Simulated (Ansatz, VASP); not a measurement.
# Al3Co2Ni in VASP and in Ansatz

The input INCAR:

```
SYSTEM = Al3Co2Ni
PREC     = Accurate       ! precision mode
ENCUT    = 520            ! plane-wave cutoff, eV
EDIFF    = 1E-6           ! SCF threshold, eV
ISMEAR   = 0              ! smearing method
SIGMA    = 0.1            ! smearing width, eV
LREAL    = .False.        ! projectors in reciprocal space
LASPH    = .True.         ! aspherical terms in the spheres
NELM     = 150            ! most SCF steps
ALGO     = Fast           ! electronic algorithm
ISIF     = 2              ! what is computed and relaxed
LWAVE    = .False.        ! write WAVECAR
LCHARG   = .False.        ! write CHGCAR
ISPIN    = 2              ! spin polarisation
MAGMOM   = 0 0 0 0.61 0.61 0.27 ! initial moments
LORBIT   = 11             ! projections on sites
LMAXMIX  = 4              ! l up to which the mixer works
GGA      = PE             ! functional
NBANDS   = 32             ! bands
```

KPOINTS

```
regular mesh
0
Gamma
  6 6 4
  0 0 0
```

Contents of POSCAR:

```
Al3Co2Ni
1.0
    4.0631738000      0.0000000000      0.0000000000
   -2.0315869000      3.5188118000      0.0000000000
    0.0000000000      0.0000000000      4.9716308000
Al Co Ni
3 2 1
Direct
    0.0000000000      0.0000000000      0.0000000000
    0.6666667000      0.3333333000      0.3295800000
    0.3333333000      0.6666667000      0.6704200000
    0.6666667000      0.3333333000      0.8325010000
    0.3333333000      0.6666667000      0.1674990000
    0.0000000000      0.0000000000      0.5000000000
```

Input for Ansatz:

```yaml
crystal:
  lattice:
    - [4.0631738, 0.0, 0.0]
    - [-2.0315869, 3.5188118, 0.0]
    - [0.0, 0.0, 4.9716308]
  atoms:
    - { symbol: Al, position: [0.0, 0.0, 0.0] }
    - { symbol: Al, position: [0.6666667, 0.3333333, 0.32958] }
    - { symbol: Al, position: [0.3333333, 0.6666667, 0.67042] }
    - { symbol: Co, position: [0.6666667, 0.3333333, 0.832501], spin: 0.61 }
    - { symbol: Co, position: [0.3333333, 0.6666667, 0.167499], spin: 0.61 }
    - { symbol: Ni, position: [0.0, 0.0, 0.5], spin: 0.27 }
basis:
  ecutwfc: 420
kpoints:
  mp_grid: { grid: [6, 6, 4] }
hamiltonian:
  xc: pbe
scf:
  occupations: { method: gaussian, width: 0.1 }
  lower_state_search: "off"
output:
  forces: true
  stress: true
  eigenvalues: true
  populations: true
magnetization:
  spin_polarized: true
```

Alike in both runs: task single point; functional PBE; k mesh 6 × 6 × 4; occupations gaussian, width 0.1 eV; collinear spin.

|  | VASP | Ansatz |
| --- | --- | --- |
| version | VASP 6.6.1 | Ansatz 0.2.0 |
| potentials or method | VASP PAW PBE potentials, release 64 (Al, Co, Ni), cutoff 520 eV | scalar-relativistic, plane waves, PAW |
| valence electrons in the cell | 37 | 61 |

VASP gave:

| Property | Result |
| --- | --- |
| gap on the k mesh at the Fermi level (eV) | none |
| pressure (GPa) | 0.2 |
| traceless stress, the component that is largest in VASP (GPa) | -0.47 |
| rms of the force components (eV/Å) | 0.003 |
| net moment per atom (μB) | 0.22 |
| size of the moment on the site where the two differ most (μB) | 0.24 |

Question: What did Ansatz give for the same quantities?

Answer: gap on the k mesh at the Fermi level (eV): none; pressure (GPa): 0.2; traceless stress, the component that is largest in VASP (GPa): -0.46; rms of the force components (eV/Å): 0.002; net moment per atom (μB): 0.22; size of the moment on the site where the two differ most (μB): 0.26.

Site moments also hang on the region over which each program counts them. Atom by atom the forces differ by 0.001 eV/Å (rms over components). A gap of «none» marks a metal or a gap that the smearing closes. With one functional, cell and mesh, what is left measures potentials, basis and numerics. VASP's potentials hold 37 valence electrons a cell and Ansatz's 61, so a difference there can come from the potentials and not from the codes.
